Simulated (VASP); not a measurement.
Here is a VASP 6.6.1 calculation.

File INCAR:

```
SYSTEM = SnSe
  ALGO = Normal
  EDIFF = 1E-6
  ENCUT = 520
  GGA = PS
  ISIF = 2
  ISMEAR = -1
  LASPH = .True.
  LCHARG = .False.
  LREAL = .False.
  LWAVE = .False.
  NBANDS = 28
  NELM = 60
  PREC = Accurate
  SIGMA = 0.02
```

The input KPOINTS:

```
k-points
0
Gamma
  6 6 4
  0 0 0
```

POSCAR

```
SnSe
1.0
    5.0156811143      0.0000000000      0.0000000000
   -2.5078405572      4.3437072622      0.0000000000
    0.0000000000      0.0000000000      6.0394564885
Sn Se
2 2
Direct
    0.3333333333      0.6666666667     -0.0504892150
    0.6666666667      0.3333333333      0.4495107850
    0.3333333333      0.6666666667      0.4254892150
    0.6666666667      0.3333333333      0.9254892150
```

Potentials or basis: VASP PAW PBE potentials, release 64 (Sn_d, Se).

Command:

```sh
$ cat potpaw_PBE.64/Sn_d/POTCAR potpaw_PBE.64/Se/POTCAR > POTCAR
$ mpirun -np 1 vasp_std > vasp.out
```

(1) Predict the pressure.

(2) Estimate the largest force.

(3) Predict the band gap on the k mesh.

Results:

(1) 0.0 GPa.

(2) 0.006 eV/Å.

(3) 0.44 eV, direct.

Caveat: the PAW data sets were made with another functional, which shifts forces and pressure a little; spin-orbit coupling is left out, which moves the levels of the heavy elements.
